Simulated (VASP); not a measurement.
Cd, 1 atom in the cell. The typed cell holds 1 atom: a = 3.132 Å, b = 3.132 Å, c = 3.132 Å, α = 120.00°, β = 120.00°, γ = 89.99°. This isn't the form of Cd at room conditions, which is hcp.

```yaml
Program: VASP 6.6.1
Task: single point
Functional: r2SCAN
Potentials_or_basis: VASP PAW PBE potentials, release 64 (Cd)
Cutoff: 520 eV
k_mesh: 24 × 24 × 24
Occupations: gaussian, width 0.1 eV
Spin: no spin polarisation
Dipole_correction: no
Further_INCAR_settings: ALGO = Normal; EDIFF = 1e-06; NBANDS = 12
```

Potentials or basis: VASP PAW PBE potentials, release 64 (Cd).

The run is started by

```bash
$ cat potpaw_PBE.64/Cd/POTCAR > POTCAR
$ cp INCAR.step1 INCAR
$ mpirun -np 1 vasp_std > vasp.out
$ cp INCAR.step2 INCAR
$ mpirun -np 1 vasp_std > vasp.out
```

Hardware: 1 thread of Intel(R) Xeon(R) Platinum 8488C (Sapphire Rapids), with other jobs on the host.

Estimate the wall time of this run.

It took 6.1 min on 1 thread of Intel(R) Xeon(R) Platinum 8488C (Sapphire Rapids), with other jobs on the host, peak memory 0.37 GiB. Counts: k points 1063.
